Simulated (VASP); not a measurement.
Set up this calculation in VASP 6.6.1, as the native input.

```yaml
Task: single point
Functional: PBE
Potentials_or_basis: VASP PAW PBE potentials, release 64 (Zr_sv)
Cutoff: 520 eV
k_mesh: 13 × 13 × 7
Occupations: fermi-dirac, width 0.08 eV
Spin: no spin polarisation
Dipole_correction: no
Further_INCAR_settings: ALGO = Normal; EDIFF = 1e-06; NBANDS = 19
```

The structure of Zr lies in POSCAR:

```
Zr
1.0
    3.2319982225      0.0000000000      0.0000000000
   -1.6159991112      2.7989925656      0.0000000000
    0.0000000000      0.0000000000      5.2499400000
Zr
2
Direct
    0.3333333333      0.6666666667      0.2500000000
    0.6666666667      0.3333333333      0.7500000000
```

This cell differs from its parent crystal: zz strain of +2 %.

The input as run:

INCAR

```
SYSTEM = Zr
  ALGO = Normal
  EDIFF = 1E-6
  ENCUT = 520
  GGA = PE
  ISIF = 2
  ISMEAR = -1
  LASPH = .TRUE.
  LCHARG = .TRUE.
  LELF = .TRUE.
  LREAL = .FALSE.
  LVHAR = .TRUE.
  LWAVE = .FALSE.
  NBANDS = 19
  NELM = 100
  PREC = Accurate
  SIGMA = 0.08
```

KPOINTS

```
k-points
0
G
  13 13 7
  0 0 0
```

Potentials or basis: VASP PAW PBE potentials, release 64 (Zr_sv).

Launch:

```console
$ cat potpaw_PBE.64/Zr_sv/POTCAR > POTCAR
$ mpirun -np 1 vasp_std > vasp.out
```

It gave:

```
Pressure               : -1.4 GPa
Band gap on the k mesh : zero (band 12 reaches 9.67 eV, above the bottom of band 13 at 8.54 eV)
```

Caveat: the cell differs from its parent crystal (zz strain of +2 %).

It took 51 s on 1 thread of Intel(R) Xeon(R) Platinum 8259CL CPU @ 2.50GHz (Skylake/Cascade Lake) (shared host), peak memory 0.19 GiB.
